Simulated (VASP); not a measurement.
Set up this calculation in VASP 6.6.1, as the native input.

- Task: single point
- Functional: PBEsol
- Potentials or basis: VASP PAW PBE potentials, release 64 (Mg, O)
- Cutoff: 520 eV
- k mesh: 10 × 10 × 10
- Occupations: gaussian, width 0.05 eV
- Spin: no spin polarisation
- Dipole correction: no
- Further INCAR settings: ALGO = Normal; EDIFF = 1e-07; NBANDS = 11

The structure of MgO lies in POSCAR:

```
MgO
1.0
    0.0000000000      2.0549060650      2.0549060650
    2.0549060650      0.0000000000      2.0549060650
    2.0549060650      2.0549060650      0.0000000000
Mg O
1 1
Direct
    0.0315450506      0.0315450506     -0.0315450506
    0.4520781014      0.4520781014      0.5479218986
```

These files were run (other wordings do the same):

INCAR

```
SYSTEM = MgO
PREC     = Accurate       ! precision mode
ENCUT    = 520            ! plane-wave cutoff, eV
EDIFF    = 1E-7           ! SCF threshold, eV
ISMEAR   = 0              ! smearing method
SIGMA    = 0.05           ! smearing width, eV
LREAL    = .FALSE.        ! projectors in reciprocal space
LASPH    = .TRUE.         ! aspherical terms in the spheres
NELM     = 60             ! most SCF steps
ALGO     = Normal         ! electronic algorithm
ISIF     = 2              ! what is computed and relaxed
LWAVE    = .FALSE.        ! write WAVECAR
LCHARG   = .FALSE.        ! write CHGCAR
GGA      = PS             ! functional
NBANDS   = 11             ! bands
```

KPOINTS

```
regular mesh
0
G
  10 10 10
  0 0 0
```

Potentials or basis: VASP PAW PBE potentials, release 64 (Mg, O).

Command:

```sh
$ cat potpaw_PBE.64/Mg/POTCAR potpaw_PBE.64/O/POTCAR > POTCAR
$ mpirun -np 1 vasp_std > vasp.out
```

Results of the run:

The pressure is 29.4 GPa, the largest force is 4.410 eV/Å and the band gap on the k mesh is 5.33 eV, direct.

Caveat: the PAW data sets were made with another functional, which shifts forces and pressure a little.

Run time: 14 s on 1 thread of Intel(R) Xeon(R) Platinum 8488C (Sapphire Rapids), on a shared host, peak memory 0.15 GiB.
